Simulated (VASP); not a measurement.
# Cu (Cmcm) in VASP: further runs, part 2 of 3

VASP 6.6.1. The steps go on from the part before.

**3. Single point, LDA**

Contents of INCAR:

```
SYSTEM = Cu
PREC = Accurate
ENCUT = 520
EDIFF = 1E-6
ISMEAR = 0
SIGMA = 0.3
LREAL = .FALSE.
LASPH = .TRUE.
NELM = 80
ALGO = Normal
ISIF = 2
LWAVE = .FALSE.
LCHARG = .TRUE.
LELF = .TRUE.
LVHAR = .TRUE.
NBANDS = 18
```

Contents of KPOINTS:

```
Automatic mesh
0
G
  12 12 11
  0 0 0
```

Contents of POSCAR:

```
Cu
1.0
    1.2184640000     -3.9763780000      0.0000000000
    1.2184640000      3.9763780000      0.0000000000
    0.0000000000      0.0000000000      2.4754960000
Cu
2
Direct
    0.1338670000      0.8661330000      0.2500000000
    0.8661330000      0.1338670000      0.7500000000
```

Potentials or basis: VASP PAW LDA potentials, release 64 (Cu).

Launch:

```console
cat potpaw_LDA.64/Cu/POTCAR > POTCAR
mpirun -np 1 vasp_std > vasp.out
```

OUTCAR:

```text
SYSTEM = Cu
   PREC = Accurate
   ENCUT = 520
   EDIFF = 1E-6
   ISMEAR = 0
   LREAL = .FALSE.
   LASPH = .TRUE.
   NELM = 80
   ISIF = 2

 ion  position               nearest neighbor table
   1  0.134  0.866  0.250-   2 2.46   2 2.46   2 2.54   2 2.54   2 2.54   2 2.54
   2  0.866  0.134  0.750-   1 2.46   1 2.46   1 2.54   1 2.54   1 2.54   1 2.54

  LATTYP: Found a base centered orthorhombic cell.
 ALAT       =     2.4369280000
 B/A-ratio  =     3.2634349476
 C/A-ratio  =     1.0158264832

  Lattice vectors:

 A1 = (   1.2184640000,  -3.9763780000,   0.0000000000)
 A2 = (   1.2184640000,   3.9763780000,   0.0000000000)
 A3 = (   0.0000000000,   0.0000000000,   2.4754960000)

Analysis of symmetry for initial positions (statically):
=====================================================================
 Subroutine PRICEL returns:
 Original cell was already a primitive cell.

 Routine SETGRP: Setting up the symmetry group for a
 base centered orthorhombic supercell.

 Subroutine GETGRP returns: Found  8 space group operations
 (whereof  4 operations were pure point group operations)
 out of a pool of  8 trial point group operations.

The static configuration has the point symmetry C_2h.
 The point group associated with its full space group is D_2h.

Analysis of symmetry for dynamics (positions and initial velocities):
=====================================================================
 Subroutine PRICEL returns:
 Original cell was already a primitive cell.

 Routine SETGRP: Setting up the symmetry group for a
 base centered orthorhombic supercell.

 Subroutine GETGRP returns: Found  8 space group operations
 (whereof  4 operations were pure point group operations)
 out of a pool of  8 trial point group operations.

The dynamic configuration has the point symmetry C_2h.
 The point group associated with its full space group is D_2h.

 Subroutine INISYM returns: Found  8 space group operations
 (whereof  4 operations are pure point group operations),
 and found     1 'primitive' translations

----------------------------------------------------------------------------------------

                                     Primitive cell

  volume of cell :      23.9879

  direct lattice vectors                    reciprocal lattice vectors
     1.218464000 -3.976378000  0.000000000     0.410352706 -0.125742573  0.000000000
     1.218464000  3.976378000  0.000000000     0.410352706  0.125742573  0.000000000
     0.000000000  0.000000000  2.475496000     0.000000000  0.000000000  0.403959449

  length of vectors
     4.158874429  4.158874429  2.475496000     0.429185902  0.429185902  0.403959449

  position of ions in fractional coordinates (direct lattice)
     0.133867000  0.866133000  0.250000000
     0.866133000  0.133867000  0.750000000

  ion indices of the primitive-cell ions
   primitive index   ion index
                 1           1
                 2           2

----------------------------------------------------------------------------------------

 KPOINTS: Automatic mesh

Automatic generation of k-mesh.
 Grid dimensions read from file:
 generate k-points for:   12   12   11

 Generating k-lattice:

  Cartesian coordinates                     Fractional coordinates (reciprocal lattice)
     0.034196059 -0.010478548  0.000000000     0.083333333  0.000000000  0.000000000
     0.034196059  0.010478548  0.000000000     0.000000000  0.083333333  0.000000000
     0.000000000  0.000000000  0.036723586     0.000000000  0.000000000  0.090909091

  Length of vectors
     0.035765492  0.035765492  0.036723586

  Shift w.r.t. Gamma in fractional coordinates (k-lattice)
     0.000000000  0.000000000  0.000000000

 Subroutine IBZKPT returns following result:
 ===========================================

 Found    258 irreducible k-points:

 Following reciprocal coordinates:
            Coordinates               Weight
  0.000000  0.000000  0.000000      1.000000
  0.083333 -0.000000  0.000000      4.000000
  0.166667 -0.000000  0.000000      4.000000
  0.250000  0.000000  0.000000      4.000000
  0.333333 -0.000000  0.000000      4.000000
  0.416667  0.000000  0.000000      4.000000
[... 16 lines left out ...]
  0.500000  0.166667  0.000000      4.000000
 -0.416667  0.166667  0.000000      4.000000
 [... further k-points ...]
   k-points           NKPTS =    258   k-points in BZ     NKDIM =    258   number of bands    NBANDS=     18
   number of dos      NEDOS =    301   number of ions     NIONS =      2
   total plane-waves  NPLWV =  18432
   dimension x,y,z NGX =    32 NGY =   32 NGZ =   18
   dimension x,y,z NGXF=    64 NGYF=   64 NGZF=   36
   ions per type =               2
   NGX,Y,Z   is equivalent  to a cutoff of  12.79, 12.79, 12.09 a.u.
   NGXF,Y,Z  is equivalent  to a cutoff of  25.58, 25.58, 24.18 a.u.
 SYSTEM =  Cu
   PREC   = accura    normal or accurate (medium, high low for compatibility)
   ISTART =      0    job   : 0-new  1-cont  2-samecut
   ICHARG =      2    charge: 1-file 2-atom 10-const
   ISPIN  =      1    spin polarized calculation?
   LNONCOLLINEAR =      F non collinear calculations
   LSORBIT =      F    spin-orbit coupling
   LASPH  =      T    aspherical Exc in radial PAW
   ENCUT  =  520.0 eV  38.22 Ry    6.18 a.u.   7.73  7.73  4.60*2*pi/ulx,y,z
   NELM   =     80;   NELMIN=  2; NELMDL= -5     # of ELM steps
   EDIFF  = 0.1E-05   stopping-criterion for ELM
   LREAL  =      F    real-space projection
   EDIFFG = 0.1E-04   stopping-criterion for IOM
   NSW    =      0    number of steps for IOM
   IBRION =     -1    ionic relax: 0-MD 1-quasi-New 2-CG
   NFREE  =      0    steps in history (QN), initial steepest desc. (CG)
   ISIF   =      2    stress and relaxation
   ISYM   =      2    0-nonsym 1-usesym 2-fastsym
   POTIM  = 0.5000    time-step for ionic-motion
   TEBEG  =    0.0;   TEEND  =   0.0 temperature during run
   PSTRESS=    0.0 pullay stress
   NELECT =      22.0000    total number of electrons
   NUPDOWN=      -1.0000    fix difference up-down
   EMIN   =  10.00;   EMAX   =-10.00  energy-range for DOS
   EFERMI =   0.00;   METHOD = LEGACY
   ISMEAR =     0;   SIGMA  =   0.30  broadening in eV -4-tet -1-fermi 0-gaus
   EFERMI_NEDOS =   21; number of points for ismear=-14 and -15
   IALGO  =     38    algorithm
   IMIX   =      4    mixing-type and parameters
     AMIX     =   0.40;   BMIX     =  1.00
     AMIX_MAG =   1.60;   BMIX_MAG =  1.00
  volume/ion in A,a.u.               =      11.99        80.94
  Fermi-wavevector in a.u.,A,eV,Ry     =   1.590565  3.005733 34.421356  2.529898
  Thomas-Fermi vector in A             =   2.689241
   LORBIT       =      0    0 simple, 1 ext, 2 COOP (PROOUT), +10 PAW based schemes
   GGA     = CA    functional components
   LHFCALC =     F    Hartree Fock is set to
   AEXX    =    0.0000 exact exchange contribution
   IVDW    =     0    specifies the selected vdW correction
   LEPSILON=     F    determine dielectric tensor
   LRPA    =     F    only Hartree local field effects (RPA)
 non-spin polarized calculation
 Gauss-broadening in eV      SIGMA  =   0.30
  energy-cutoff  :      520.00
  volume of cell :       23.99
 maximum number of plane-waves:       670
   NGX = 15   NGY = 15   NGZ =  9

 number of electron      21.9999988 magnetization

 Free energy of the ion-electron system (eV)
  ---------------------------------------------------
  ext. energy  EPLUGINS =         0.00000000
  ---------------------------------------------------
  free energy    TOTEN  =        -9.08893006 eV

  energy without entropy =       -9.06671505  energy(sigma->0) =       -9.07782255

 E-fermi :   7.1252     XC(G=0): -12.9739

 val. band max:        7.1233831579   @ k =   0.1667   0.0833   0.4545
 cond. band min:       7.1624848003   @ k =   0.5000   0.3333   0.4545
 fundamental gap:      0.0391016424
 Fermi energy:         7.1252498915

 k-point     1 :       0.0000    0.0000    0.0000
  band No.  band energies     occupation
      1      -2.0922      2.00000
      2       2.1516      2.00000
      3       2.8896      2.00000
      4       3.3673      2.00000
      5       4.0830      2.00000
      6       4.3507      2.00000
[... 10 lines left out ...]
     17      26.7777      0.00000
     18      28.7592      0.00000
[... 463 lines left out ...]
 k-point    24 :      -0.4167    0.1667    0.0000
  band No.  band energies     occupation
      1       0.2028      2.00000
      2       2.3903      2.00000
      3       3.2741      2.00000
      4       3.5194      2.00000
      5       3.9519      2.00000
      6       4.3989      2.00000
[... 10 lines left out ...]
     17      27.6975      0.00000
     18      28.5688      0.00000

 [... further k-points ...]
[... 5 lines left out ...]
  --------------------------------------------------------------------------------------
  -------------------------------------------------------------------------------------
  Total       -0.9171091     -1.0436326     -0.9483423      0.0000000      0.0000000      0.0000000
  in kB      -61.2546385    -69.7052697    -63.3407351      0.0000000      0.0000000      0.0000000
  external PRESSURE =     -64.7668811 kB  Pullay stress =       0.0000000 kB

 VOLUME and BASIS-vectors are now :
 -----------------------------------------------------------------------------
  energy-cutoff  :      520.00
  volume of cell :       23.99
      direct lattice vectors                 reciprocal lattice vectors
     1.218464000 -3.976378000  0.000000000     0.410352706 -0.125742573  0.000000000
     1.218464000  3.976378000  0.000000000     0.410352706  0.125742573  0.000000000
     0.000000000  0.000000000  2.475496000     0.000000000  0.000000000  0.403959449

 POSITION                                       TOTAL-FORCE (eV/Angst)
 -----------------------------------------------------------------------------------
      1.21846      2.91177      0.61887         0.000000     -0.039720      0.000000
      1.21846     -2.91177      1.85662         0.000000      0.039720     -0.000000
 -----------------------------------------------------------------------------------
    total drift:                                0.000000     -0.000000      0.000000

  FREE ENERGIE OF THE ION-ELECTRON SYSTEM (eV)
  ---------------------------------------------------
  free  energy   TOTEN  =        -9.0889300606 eV

  energy  without entropy=       -9.0667150487  energy(sigma->0) =       -9.07782255
```

OSZICAR:

```text
N       E                     dE             d eps       ncg     rms          rms(c)
DAV:   1     0.121082173169E+03    0.12108E+03   -0.10445E+04 10018   0.220E+03
DAV:   2    -0.444243465061E+01   -0.12552E+03   -0.11885E+03  9308   0.288E+02
DAV:   3    -0.109175471240E+02   -0.64751E+01   -0.62325E+01 10510   0.890E+01
DAV:   4    -0.109899704204E+02   -0.72423E-01   -0.72359E-01 11126   0.101E+01
DAV:   5    -0.109909924882E+02   -0.10221E-02   -0.10220E-02 11742   0.104E+00    0.112E+01
DAV:   6    -0.992994894390E+01    0.10610E+01   -0.12622E+01  9968   0.103E+02    0.585E+00
DAV:   7    -0.911557656749E+01    0.81437E+00   -0.26299E+00 10098   0.433E+01    0.666E-01
DAV:   8    -0.909505053394E+01    0.20526E-01   -0.34386E-02 13792   0.297E+00    0.571E-01
DAV:   9    -0.908919710763E+01    0.58534E-02   -0.66860E-03 11538   0.228E+00    0.970E-02
DAV:  10    -0.908892969880E+01    0.26741E-03   -0.36906E-04 14984   0.281E-01    0.107E-02
DAV:  11    -0.908893006057E+01   -0.36177E-06   -0.89186E-06 13792   0.389E-02
   1 F= -.90889301E+01 E0= -.90778226E+01  d E =-.222150E-01
```

stdout:

```text
POSCAR found type information on POSCAR Cu
 POSCAR found :  1 types and       2 ions
 scaLAPACK will be used
 LDA part: xc-table for (Slater(with rela. corr.)+CA(PZ))
 , standard interpolation
 POSCAR, INCAR and KPOINTS ok, starting setup
 FFT: planning ... GRIDC
 FFT: planning ... GRID_SOFT
 FFT: planning ... GRID
 WAVECAR not read
 entering main loop
```

Run time: 80 s. Hardware: 1 thread of Intel Xeon Platinum 8259CL at 2.50GHz (Skylake/Cascade Lake), shared host; peak memory 0.2 GiB.

What came out:

```
Free energy            : -9.0889 eV
Pressure               : -6.5 GPa
Largest force          : 0.040 eV/Å
Band gap on the k mesh : zero (bands 11 and 12 overlap by 5.12 eV)
```

Forces in eV/Å, atoms in the order of the input:
```
Cu   0.000 -0.040  0.000
Cu   0.000  0.040  0.000
```

Stress tensor (GPa, compression positive):
```
-6.13  0.00  0.00
 0.00 -6.97  0.00
 0.00  0.00 -6.33
```

Caveat: the cell stands under tension; so wide a smearing shifts energies and pressures.

**4. Single point, LDA**

Contents of INCAR:

```
PREC     = Accurate       # precision mode
ENCUT    = 520            # plane-wave cutoff, eV
EDIFF    = 1E-6           # SCF threshold, eV
ISMEAR   = 0              # smearing method
SIGMA    = 0.2            # smearing width, eV
LREAL    = False          # projectors in reciprocal space
LASPH    = True           # aspherical terms in the spheres
NELM     = 80             # most SCF steps
ALGO     = Normal         # electronic algorithm
ISIF     = 2              # what is computed and relaxed
LWAVE    = False          # write WAVECAR
LCHARG   = True           # write CHGCAR
LELF     = True           # ELF
LVHAR    = True         
NBANDS   = 18             # bands
```

Contents of KPOINTS:

```
Automatic mesh
0
Gamma
  12 12 11
```

POSCAR is that of step 3.

Launch:

```console
cat potpaw_LDA.64/Cu/POTCAR > POTCAR
mpirun -np 1 vasp_std > vasp.out
```

It took 74 s on 1 thread of Intel Xeon Platinum 8259CL at 2.50GHz (Skylake/Cascade Lake), shared host; peak memory 0.21 GiB.

Results (log left out):

```yaml
Free_energy: -9.0831 eV
Pressure: -6.5 GPa
Largest_force: 0.037 eV/Å
Band_gap_on_the_k_mesh: zero (bands 11 and 12 overlap by 5.12 eV)
```

Forces in eV/Å, atoms in the order of the input:
```
Cu   0.000 -0.037  0.000
Cu   0.000  0.037  0.000
```

Stress tensor (GPa, compression positive):
```
-6.10  0.00  0.00
 0.00 -7.12  0.00
 0.00  0.00 -6.39
```

Levels at points of the mesh, in eV from the Fermi level:
```
           k point  band 8  band 9  band 10  band 11  band 12  band 13  band 14  band 15
(0.00, 0.00, 0.00)   -2.04   -1.84    -1.70    -1.46    -0.02     4.80    14.70    18.34
(0.50, 0.00, 0.00)   -2.51   -2.13    -1.67    -0.46     1.28     2.53     6.89    12.88
(0.50, 0.50, 0.00)   -2.32   -2.30    -1.93    -1.60    -1.54    13.62    15.33    15.52
```

Caveat: the cell stands under tension.

[end of part 2 of 3]

The gap in the log of VASP goes by the Fermi energy; the results here count the filled bands.